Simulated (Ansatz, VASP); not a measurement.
One calculation of Li2ZrN3, two programs

INCAR

```
  PREC = Accurate
  ENCUT = 600
  EDIFF = 1E-7
  ISMEAR = 0
  SIGMA = 0.1
  LREAL = F
  LASPH = T
  NELM = 80
  ALGO = Normal
  ISIF = 3
  LWAVE = F
  LCHARG = F
  GGA = PE
  IBRION = 2
  NSW = 100
  EDIFFG = -0.01
```

KPOINTS

```
regular mesh
0
Gamma
  10 10 10
```

POSCAR

```
Li2ZrN3
1.0
    4.1035803143      0.0000000000      0.0000000000
    0.0000000000      4.1035803143      0.0000000000
    0.0000000000      0.0000000000      4.1834792186
Li Zr N
2 1 3
Direct
    0.0000000000      0.5000000000      0.5000000000
    0.5000000000      0.0000000000      0.5000000000
    0.0000000000      0.0000000000      0.0000000000
    0.5000000000      0.5000000000      0.3553149968
    0.5000000000      0.5000000000      0.6446850032
    0.0000000000      0.0000000000      0.5000000000
```

Input for Ansatz:

```yaml
crystal:
  lattice:
    - [4.1035803143, 0.0, 0.0]
    - [0.0, 4.1035803143, 0.0]
    - [0.0, 0.0, 4.1834792186]
  atoms:
    - { symbol: Li, position: [0.0, 0.5, 0.5] }
    - { symbol: Li, position: [0.5, 0.0, 0.5] }
    - { symbol: Zr, position: [0.0, 0.0, 0.0] }
    - { symbol: "N", position: [0.5, 0.5, 0.3553149968] }
    - { symbol: "N", position: [0.5, 0.5, 0.6446850032] }
    - { symbol: "N", position: [0.0, 0.0, 0.5] }
basis:
  ecutwfc: 420
kpoints:
  mp_grid: { grid: [10, 10, 10] }
hamiltonian:
  xc: pbe
scf:
  occupations: { method: gaussian, width: 0.1 }
output:
  forces: true
  stress: true
  eigenvalues: true
  write_density: true
  write_potential: true
  elf: true
  volumetric_format: npy
relax:
  adjacent_minimum: "off"
  f_tol: 0.01
  max_steps: 80
  cell: { stress_tol: 0.05 }
```

Alike in both runs: task relaxation of cell and atoms; functional PBE; k mesh 10 × 10 × 10; occupations gaussian, width 0.1 eV; no spin polarisation.

```csv
,VASP,Ansatz
version,VASP 6.6.1,Ansatz 0.2.0
potentials or method,"VASP PAW PBE potentials, release 64 (Li_sv, Zr_sv, N), cutoff 600 eV","scalar-relativistic, plane waves, PAW"
valence electrons in the cell,33,33
```

|  | VASP | Ansatz | Ansatz less VASP |
| --- | --- | --- | --- |
| gap on the k mesh at the Fermi level, each at its own relaxed structure (eV) | none | none | - |
| relaxed volume (Å³/atom) | 11.74 | 11.84 | +0.107 |
| relaxed length of the cell vector where the two differ most in proportion (Å) | 4.106 | 4.123 | +0.0170 |

A gap of «none» marks a metal or a gap that the smearing closes.

Noted on VASP's run: the cutoff is under 1.25 times that of the potentials, so the pressure is a little rough; the standard files for N, O and F lose accuracy on very short bonds.
